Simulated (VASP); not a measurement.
Set up this calculation in VASP 6.6.1, as the native input.

```yaml
Task: single point
Functional: PBE
Potentials_or_basis: VASP PAW PBE potentials, release 64 (Au)
Cutoff: 520 eV
k_mesh: 6 × 6 × 1
Occupations: gaussian, width 0.1 eV
Spin: no spin polarisation
Dipole_correction: yes
Further_INCAR_settings: ALGO = Normal; EDIFF = 1e-06; NBANDS = 12
```

The structure of Au lies in POSCAR:

```
Au
1.0
    2.6601873455      0.0000000000      0.0000000000
    0.0000000000      2.6570736414      0.0000000000
    0.0000000000      0.0000000000     23.8000000000
Au
1
Direct
    0.0000000000      0.0000000000      0.2941176471
```

The input as run:

INCAR

```
PREC = Accurate
ENCUT = 520
EDIFF = 1E-6
ISMEAR = 0
SIGMA = 0.1
LREAL = False
LASPH = True
NELM = 80
ALGO = Normal
ISIF = 2
LWAVE = False
LCHARG = True
LDIPOL = True
IDIPOL = 3
DIPOL = 0.5 0.5 0.294
GGA = PE
LELF = True
LVHAR = True
LVACPOTAV = True
NBANDS = 12
```

KPOINTS

```
regular mesh
0
Gamma
  6 6 1
```

Potentials or basis: VASP PAW PBE potentials, release 64 (Au).

The run is started by

```bash
$ cat potpaw_PBE.64/Au/POTCAR > POTCAR
$ mpirun -np 1 vasp_std > vasp.out
```

It took 65 s on 1 thread of AMD EPYC 7R13 (shared host), peak memory 0.22 GiB.
